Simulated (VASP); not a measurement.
Write the native input for VASP 6.6.1 that does the following.

```
Task                   : single point
Functional             : PBE
Potentials or basis    : VASP PAW PBE potentials, release 64 (Zn, O)
Cutoff                 : 520 eV
k mesh                 : 6 × 6 × 4
Occupations            : gaussian, width 0.01 eV
Spin                   : no spin polarisation
Dipole correction      : no
Further INCAR settings : ALGO = Normal; EDIFF = 1e-07; NBANDS = 26
```

The structure of ZnO lies in POSCAR:

```
ZnO
1.0
    3.4165334633      0.0000000000      0.0000000000
   -1.7082667316      2.9588047721      0.0000000000
    0.0000000000      0.0000000000      4.4775676713
Zn O
2 2
Direct
    0.3333333333      0.6666666667      0.2500000000
    0.6666666667      0.3333333333      0.7500000000
    0.6666666667      0.3333333333      0.2500000000
    0.3333333333      0.6666666667      0.7500000000
```

The input as run:

INCAR

```
PREC = Accurate ; ENCUT = 520
EDIFF = 1E-7 ; ISMEAR = 0
SIGMA = 0.01 ; LREAL = False
LASPH = True ; NELM = 80
ALGO = Normal ; ISIF = 2
LWAVE = False ; LCHARG = False
GGA = PE ; NBANDS = 26
```

KPOINTS

```
Automatic mesh
0
Gamma
  6 6 4
```

Potentials or basis: VASP PAW PBE potentials, release 64 (Zn, O).

Run with:

```sh
$ cat potpaw_PBE.64/Zn/POTCAR potpaw_PBE.64/O/POTCAR > POTCAR
$ mpirun -np 1 vasp_std > vasp.out
```

It gave:

The pressure is 7.6 GPa and the band gap on the k mesh is 1.00 eV, indirect (least direct gap 1.05 eV).

It took 33 s on 1 thread of AMD EPYC 7R43 64-Core Processor (Zen 3) (shared host), peak memory 0.13 GiB.
